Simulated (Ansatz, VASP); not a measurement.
## Two plane-wave programs on Na

File INCAR:

```
ALGO = Normal ; EDIFF = 1E-6
ENCUT = 520 ; GGA = PS
ISIF = 2 ; ISMEAR = 0
LASPH = True ; LCHARG = False
LREAL = False ; LWAVE = False
NBANDS = 10 ; NELM = 60
PREC = Accurate ; SIGMA = 0.15
```

The input KPOINTS:

```
k-points
0
Gamma
  16 16 16
```

The input POSCAR:

```
Na
1.0
   -1.9567500000      1.9567500000      2.4815000000
    1.9567500000     -1.9567500000      2.4815000000
    1.9567500000      1.9567500000     -2.4815000000
Na
1
Direct
    0.0000000000      0.0000000000      0.0000000000
```

Input for Ansatz:

```yaml
crystal:
  lattice:
    - [-1.95675, 1.95675, 2.4815]
    - [1.95675, -1.95675, 2.4815]
    - [1.95675, 1.95675, -2.4815]
  atoms:
    - { symbol: Na, position: [0.0, 0.0, 0.0] }
basis:
  ecutwfc: 520.0
kpoints:
  mp_grid: { grid: [16, 16, 16] }
hamiltonian:
  xc: pbesol
scf:
  occupations: { method: gaussian, width: 0.15 }
output:
  forces: true
  stress: true
  eigenvalues: true
```

Alike in both runs: task single point; functional PBEsol; k mesh 16 × 16 × 16; occupations gaussian, width 0.15 eV; no spin polarisation.

|  | VASP | Ansatz |
| --- | --- | --- |
| version | VASP 6.6.1 | Ansatz 0.2.0 |
| potentials or method | VASP PAW PBE potentials, release 64 (Na_pv), cutoff 520 eV | scalar-relativistic, plane waves, PAW |
| valence electrons in the cell | 7 | 9 |

VASP gave:

| Quantity | Value |
| --- | --- |
| gap on the k mesh at the Fermi level (eV) | none |
| pressure (GPa) | -0.3 |
| traceless stress, the component that is largest in VASP (GPa) | 0.05 |

Question: What did Ansatz give for the same quantities?

Answer: gap on the k mesh at the Fermi level (eV): none; pressure (GPa): -0.3; traceless stress, the component that is largest in VASP (GPa): 0.06.

VASP's potentials were made for PBE, not for PBEsol. A gap of «none» marks a metal or a gap that the smearing closes. The functional is the same, so the differences come from potentials, cutoffs and numerics. VASP's potentials hold 7 valence electrons a cell and Ansatz's 9, so a difference there can come from the potentials and not from the codes.
